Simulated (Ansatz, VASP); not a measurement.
## Al5InAs6: VASP beside Ansatz

```
Al In As
1.0
     4.09120    0.00000    0.00000
    -2.04560    3.54308    0.00000
     0.00000    0.00000   20.18586
Al In As
5 1 6
Direct
  0.66667 0.33333 0.16680
  0.66667 0.33333 0.49343
  0.66667 0.33333 0.83975
  0.33333 0.66667 0.00330
  0.33333 0.66667 0.33024
  0.33333 0.66667 0.66826
  0.66667 0.33333 0.29006
  0.66667 0.33333 0.61578
  0.66667 0.33333 0.96313
  0.33333 0.66667 0.12661
  0.33333 0.66667 0.45356
  0.33333 0.66667 0.80007
```

Alike in both runs: functional PBE; k mesh 6 × 6 × 1; occupations gaussian, width 0.1 eV; no spin polarisation.

Ansatz relaxed the structure, and its values are those at the end. VASP's run is a single point on that final structure, the one shown.

|  | VASP | Ansatz |
| --- | --- | --- |
| version | VASP 6.6.1 | Ansatz 0.2.0 |
| potentials or method | VASP PAW PBE potentials, release 64 (Al, In_d, As), cutoff 520 eV | scalar-relativistic, plane waves, PAW |
| valence electrons in the cell | 58 | 118 |

VASP gave:

* gap on the k mesh at the Fermi level (eV): 0.94
* least direct gap on the mesh (eV): 0.94
* pressure (GPa): 0.2
* rms of the force components (eV/Å): 0.007

Problem. What did Ansatz give for the same quantities?

Solution. gap on the k mesh at the Fermi level (eV): 0.94; least direct gap on the mesh (eV): 0.94; pressure (GPa): 0.1; rms of the force components (eV/Å): 0.007.

VASP's potentials hold 58 valence electrons a cell and Ansatz's 118, so a difference there can come from the potentials and not from the codes.
